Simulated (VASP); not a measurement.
Wanted: the native input for a VASP 6.6.1 run.

| Item | Value |
| --- | --- |
| Task | single point |
| Functional | PBEsol |
| Potentials or basis | VASP PAW PBE potentials, release 64 (Lu) |
| Cutoff | 520 eV |
| k mesh | 14 × 14 × 8 |
| Occupations | gaussian, width 0.05 eV |
| Spin | no spin polarisation |
| Dipole correction | no |
| k mesh for the DOS | 21 × 21 × 12 |
| Occupations for the DOS | tetrahedron |
| Further INCAR settings | ALGO = Normal; EDIFF = 1e-06; NBANDS = 32 |

Crystal: Lu.

```
Lu
1.0
     3.44321    0.00000    0.00000
    -1.72161    2.98191    0.00000
     0.00000    0.00000    5.35077
Lu
2
Direct
  0.33333 0.66667 0.75000
  0.66667 0.33333 0.25000
```

The input as run:

POSCAR

```
Lu
1.0
    3.4432128283      0.0000000000      0.0000000000
   -1.7216064141      2.9819097799      0.0000000000
    0.0000000000      0.0000000000      5.3507725556
Lu
2
Direct
    0.3333333333      0.6666666667      0.7500000000
    0.6666666667      0.3333333333      0.2500000000
```

INCAR.step1

```
  PREC = Accurate
  ENCUT = 520
  EDIFF = 1E-6
  ISMEAR = 0
  SIGMA = 0.05
  LREAL = F
  LASPH = T
  NELM = 80
  ALGO = Normal
  ISIF = 2
  LWAVE = F
  LCHARG = T
  GGA = PS
  NBANDS = 32
```

KPOINTS.step1

```
regular mesh
0
Gamma
  14 14 8
```

INCAR.step2

```
  PREC = Accurate
  ENCUT = 520
  EDIFF = 1E-6
  ISMEAR = -5
  SIGMA = 0.05
  LREAL = F
  LASPH = T
  NELM = 80
  ALGO = Normal
  ISIF = 2
  LWAVE = F
  LCHARG = F
  GGA = PS
  LORBIT = 10
  NBANDS = 32
  NEDOS = 1001
  ICHARG = 11
```

KPOINTS.step2

```
regular mesh
0
Gamma
  21 21 12
```

Potentials or basis: VASP PAW PBE potentials, release 64 (Lu).

Command:

```bash
$ cat potpaw_PBE.64/Lu/POTCAR > POTCAR
$ cp INCAR.step1 INCAR
$ cp KPOINTS.step1 KPOINTS
$ mpirun -np 1 vasp_std > vasp.out
$ cp INCAR.step2 INCAR
$ cp KPOINTS.step2 KPOINTS
$ mpirun -np 1 vasp_std > vasp.out
```

Results of the run:

```json
{
  "Valence electrons inside the program's atomic spheres": "Lu 23.22"
}
```

Run time: 13 min on 1 thread of Intel Xeon 8259CL, with other jobs on the host, peak memory 0.55 GiB.
